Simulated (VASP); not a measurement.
Set up this calculation in VASP 6.6.1, as the native input.

| Quantity | Value |
| --- | --- |
| Task | single point |
| Functional | PBEsol |
| Potentials or basis | VASP PAW PBE potentials, release 64 (Pd) |
| Cutoff | 520 eV |
| k mesh | 12 × 12 × 12 |
| Occupations | fermi-dirac, width 0.05 eV |
| Spin | no spin polarisation |
| Dipole correction | no |
| Further INCAR settings | ALGO = Fast; EDIFF = 1e-06; NBANDS = 11 |

The structure of Pd lies in POSCAR:

```
Pd
1.0
   -1.5417510785      1.5417510785      1.5417510785
    1.5417510785     -1.5417510785      1.5417510785
    1.5417510785      1.5417510785     -1.5417510785
Pd
1
Direct
    0.0000000000      0.0000000000      0.0000000000
```

These files were run (other wordings do the same):

INCAR

```
SYSTEM = Pd
PREC = Accurate ; ENCUT = 520
EDIFF = 1E-6 ; ISMEAR = -1
SIGMA = 0.05 ; LREAL = .FALSE.
LASPH = .TRUE. ; NELM = 60
ALGO = Fast ; ISIF = 2
LWAVE = .FALSE. ; LCHARG = .FALSE.
GGA = PS ; NBANDS = 11
```

KPOINTS

```
regular mesh
0
G
  12 12 12
  0 0 0
```

Potentials or basis: VASP PAW PBE potentials, release 64 (Pd).

Run with:

```sh
$ cat potpaw_PBE.64/Pd/POTCAR > POTCAR
$ mpirun -np 1 vasp_std > vasp.out
```

It gave:

- Pressure: -0.4 GPa
- Band gap on the k mesh: zero (band 5 reaches 10.35 eV, above the bottom of band 6 at 8.64 eV)

Caveat: the PAW data sets were made with another functional, which shifts forces and pressure a little.

Run time: 6.6 s on 1 thread of Intel(R) Xeon(R) 6975P-C (Granite Rapids), with other jobs on the host, peak memory 0.12 GiB.
